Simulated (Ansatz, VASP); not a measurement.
## Two plane-wave programs on Sn

The input POSCAR:

```
Sn
1.0
    0.0000000000      3.2333428000      3.2333428000
    3.2333428000      0.0000000000      3.2333428000
    3.2333428000      3.2333428000      0.0000000000
Sn
2
Direct
    0.0000000000      0.0000000000      0.0000000000
    0.2500000000      0.2500000000      0.2500000000
```

Contents of INCAR.step1:

```
PREC     = Accurate       # precision mode
ENCUT    = 520            # plane-wave cutoff, eV
ISMEAR   = 0              # smearing method
SIGMA    = 0.05           # smearing width, eV
LREAL    = False          # projectors in reciprocal space
LASPH    = True           # aspherical terms in the spheres
NELM     = 60             # most SCF steps
NBANDS   = 21             # bands
GGA      = PE             # functional
ALGO     = Normal         # electronic algorithm
EDIFF    = 1E-4           # SCF threshold, eV
LWAVE    = True           # write WAVECAR
LCHARG   = False          # write CHGCAR
```

The input INCAR.step2:

```
PREC     = Accurate       # precision mode
ENCUT    = 520            # plane-wave cutoff, eV
EDIFF    = 1E-8           # SCF threshold, eV
ISMEAR   = 0              # smearing method
SIGMA    = 0.05           # smearing width, eV
LREAL    = False          # projectors in reciprocal space
LASPH    = True           # aspherical terms in the spheres
NELM     = 60             # most SCF steps
ALGO     = Normal         # electronic algorithm
ISIF     = 2              # what is computed and relaxed
LWAVE    = False          # write WAVECAR
LCHARG   = False          # write CHGCAR
METAGGA  = R2SCAN         # meta-GGA
LMIXTAU  = True         
LEFG     = True         
NBANDS   = 21             # bands
ISTART   = 1
```

File KPOINTS:

```
regular mesh
0
Gamma
  12 12 12
```

Input for Ansatz:

```yaml
crystal:
  lattice:
    - [0.0, 3.2333428, 3.2333428]
    - [3.2333428, 0.0, 3.2333428]
    - [3.2333428, 3.2333428, 0.0]
  atoms:
    - { symbol: Sn, position: [0.0, 0.0, 0.0] }
    - { symbol: Sn, position: [0.25, 0.25, 0.25] }
basis:
  ecutwfc: 500
  ecutrho_ratio: 4
kpoints:
  mp_grid: { grid: [12, 12, 12] }
hamiltonian:
  xc: r2scan
scf:
  occupations: { method: gaussian, width: 0.05 }
output:
  forces: true
  stress: true
  eigenvalues: true
  populations: true
  efg: { contact_densities: true, quadrupole_moments_barn: { Sn: -0.132 } }
```

Alike in both runs: task electric field gradients; functional r2SCAN; k mesh 12 × 12 × 12; occupations gaussian, width 0.05 eV; no spin polarisation.

```csv
,VASP,Ansatz
version,VASP 6.6.1,Ansatz 0.2.0
potentials or method,"VASP PAW PBE potentials, release 64 (Sn_d), cutoff 520 eV","scalar-relativistic, plane waves, PAW"
valence electrons in the cell,28,28
```

```tsv
	VASP	Ansatz	Ansatz less VASP
gap on the k mesh at the Fermi level (eV)	none	none	-
pressure (GPa)	2.2	2.2	+0.02
```

VASP's potentials were made for PBE, not for r2SCAN. A gap of «none» marks a metal or a gap that the smearing closes.
